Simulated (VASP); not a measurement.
Crystal: Al.

```
Al
1.0
     1.66484    0.96120    3.98657
    -1.66484    0.96120    3.98657
     0.00000   -1.92239    3.98657
Al
2
Direct
  0.05770 0.05770 0.05770
  0.94230 0.94230 0.94230
```

* Program: VASP 6.6.1
* Task: relaxation of cell and atoms
* Functional: PBE
* Potentials or basis: VASP PAW PBE potentials, release 64 (Al)
* Cutoff: 600 eV
* k mesh: 6 × 6 × 6
* Occupations: gaussian, width 0.1 eV
* Spin: no spin polarisation

At the start: pressure 79.2 GPa; volume 19.14 Å³/atom.

Q: Where does the relaxation end?

A: Over 47 steps the energy falls by 8636.2 meV/atom and the volume is 16.47 Å³/atom (-13.9 %); space group R-3m (No. 166, to 0.05 Å).

Step by step:
| step | energy change (eV) | largest force (eV/Å) | pressure (GPa) | volume (Å³) |
| --- | --- | --- | --- | --- |
| 1 | 0.0000 | 46.2964 | 79.17 | 38.28 |
| 3 | -14.6811 | 0.1205 | -5.58 | 84.77 |
| 5 | -15.0483 | 2.4535 | 3.89 | 62.41 |
| 7 | -15.3153 | 0.7416 | -8.04 | 71.89 |
| 9 | -15.9175 | 0.0515 | -6.73 | 64.83 |
| 11 | -16.4153 | 0.5654 | -3.20 | 53.94 |
| 13 | -16.5878 | 1.3823 | 4.27 | 45.91 |
| 15 | -16.5982 | 0.2805 | 5.17 | 45.89 |
| 17 | -16.7165 | 0.0668 | -1.07 | 49.57 |
| 19 | -16.7203 | 0.0932 | -0.26 | 48.72 |
| 21 | -16.7237 | 0.0559 | -0.15 | 47.96 |
| 23 | -16.7259 | 0.0579 | -0.18 | 47.73 |
| 25 | -16.7373 | 0.0622 | -0.32 | 46.69 |
| 27 | -16.8185 | 0.0381 | -0.87 | 42.51 |
| 29 | -16.0245 | 2.5684 | 40.78 | 25.61 |
| 31 | -16.9702 | 1.9285 | 9.91 | 30.81 |
| 33 | -16.9564 | 1.8240 | 14.17 | 29.26 |
| 35 | -17.1308 | 1.0729 | 8.32 | 30.39 |
| 37 | -17.2621 | 0.2263 | -1.31 | 33.51 |
| 39 | -17.2654 | 0.1933 | -0.69 | 33.23 |
| 41 | -17.2693 | 0.0486 | 0.54 | 32.72 |
| 43 | -17.2705 | 0.0334 | -0.28 | 33.08 |
| 45 | -17.2717 | 0.0717 | -0.46 | 33.20 |
| 47 | -17.2724 | 0.0366 | 0.20 | 32.94 |

Final structure:
```
CELL_PARAMETERS angstrom
1.40906 0.81352 4.78972
-1.40906 0.81352 4.78972
0.00000 -1.62705 4.78972
ATOMIC_POSITIONS crystal
Al 0.25025 0.25025 0.25025
Al 0.74975 0.74975 0.74975
```

Caveat: the k points lie up to 0.44 Å⁻¹ apart in the final cell.
